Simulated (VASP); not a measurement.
Set up this calculation in VASP 6.6.1, as the native input.

| Property | Result |
| --- | --- |
| Task | single point |
| Functional | LDA |
| Potentials or basis | VASP PAW LDA potentials, release 64 (Al, N) |
| Cutoff | 520 eV |
| k mesh | 8 × 6 × 4 |
| Occupations | gaussian, width 0.05 eV |
| Spin | no spin polarisation |
| Dipole correction | no |
| Further INCAR settings | ALGO = Normal; EDIFF = 1e-06; NBANDS = 26 |

The structure of AlN lies in POSCAR:

```
AlN
1.0
   -1.6378403119      2.8368226349      0.0000000000
    0.0000000000      0.0000000000      4.1006264518
    4.9135209358      2.8368226349      0.0000000000
Al N
4 4
Direct
    0.5706378847      0.7500000000      0.1397396572
    1.0000000000      0.7500000000      0.6666666667
    0.0000000000      0.2500000000      0.3333333333
    0.5000000000      0.2500000000      0.8333333333
    0.5000000000      0.2500000000      0.1666666667
    1.0000000000      0.2500000000      0.6666666667
    0.0000000000      0.7500000000      0.3333333333
    0.5000000000      0.7500000000      0.8333333333
```

This cell differs from its parent crystal: atom 1 (Al) moved by -0.248 Å along [1 0 0] and +0.124 Å along [1 2 0].

The input as run:

INCAR

```
ALGO = Normal
EDIFF = 1E-6
ENCUT = 520
GGA = CA
ISIF = 2
ISMEAR = 0
LASPH = T
LCHARG = F
LREAL = F
LWAVE = F
NBANDS = 26
NELM = 60
PREC = Accurate
SIGMA = 0.05
```

KPOINTS

```
k-points
0
Gamma
  8 6 4
```

Potentials or basis: VASP PAW LDA potentials, release 64 (Al, N).

Run with:

```sh
$ cat potpaw_LDA.64/Al/POTCAR potpaw_LDA.64/N/POTCAR > POTCAR
$ mpirun -np 1 vasp_std > vasp.out
```

Results of the run:

```
Pressure               : 3.3 GPa
Largest force          : 4.185 eV/Å
Band gap on the k mesh : 3.31 eV
```

Caveat: the cell differs from its parent crystal (atom 1 (Al) moved by -0.248 Å along [1 0 0] and +0.124 Å along [1 2 0]); the cell stands under pressure; forces of over 1 eV/Å act on the atoms, so gaps and moduli don't describe the material at rest.

It took 62 s on 1 thread of AMD EPYC 9R45 96-Core Processor (Zen 5), with other jobs on the host, peak memory 0.19 GiB.
